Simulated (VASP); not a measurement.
Wanted: the native input for a VASP 6.6.1 run.

* Task: relaxation of cell and atoms
* Functional: PBE
* Dispersion: D3(BJ)
* Potentials or basis: VASP PAW PBE potentials, release 64 (Mo_sv, Te)
* Cutoff: 600 eV
* k mesh: 6 × 6 × 2
* Occupations: fermi-dirac, width 0.02 eV
* Spin: no spin polarisation
* Dipole correction: no
* Further INCAR settings: ALGO = Normal; EDIFF = 1e-06; IBRION = 2; EDIFFG = -0.005; NSW = 80; ISIF = 3

The structure of Te2Mo lies in POSCAR:

```
Te2Mo
1.0
    3.9606499400      0.0000000000      0.0000000000
   -1.9803249700      3.4300234635      0.0000000000
    0.0000000000      0.0000000000     13.8001825600
Mo Te
2 4
Direct
    0.3333333333      0.6666666667      0.2500000000
    0.6666666667      0.3333333333      0.7500000000
    0.6666666667      0.3333333333      0.3901101494
    0.6666666667      0.3333333333      0.1098898506
    0.3333333333      0.6666666667      0.8901101494
    0.3333333333      0.6666666667      0.6098898506
```

One way to write it, as run:

INCAR

```
PREC = Accurate
ENCUT = 600
EDIFF = 1E-6
ISMEAR = -1
SIGMA = 0.02
LREAL = F
LASPH = T
NELM = 100
ALGO = Normal
ISIF = 3
LWAVE = F
LCHARG = F
GGA = PE
IVDW = 12
IBRION = 2
NSW = 80
EDIFFG = -0.005
```

KPOINTS

```
regular mesh
0
Gamma
  6 6 2
```

Potentials or basis: VASP PAW PBE potentials, release 64 (Mo_sv, Te).

Launch:

```console
$ cat potpaw_PBE.64/Mo_sv/POTCAR potpaw_PBE.64/Te/POTCAR > POTCAR
$ mpirun -np 1 vasp_std > vasp.out
```

It gave:

* Relaxed volume: 24.14 Å³/atom
* Relaxed cell: a = 3.497 Å, b = 3.497 Å, c = 13.682 Å, α = 90.00°, β = 90.00°, γ = 120.00°
* Space group after relaxing (to 0.1 Å): P6_3/mmc (No. 194)
* Energy gained by relaxing: 499.4 meV/atom
* Ionic steps: 25
* Pressure after relaxing: 0.0 GPa
* Band gap on the k mesh: 0.70 eV (least direct gap 1.03 eV)
* Dispersion energy per atom: -0.555 eV

Caveat: the volume moved by over 15 % at a fixed basis, so the end points are rough; semilocal functionals underestimate gaps, and a narrow one can read as zero; spin-orbit coupling is left out, which moves the levels of the heavy elements.

Wall time 37 min on 1 thread of AMD EPYC 7R13, with other jobs on the host, peak memory 0.38 GiB.
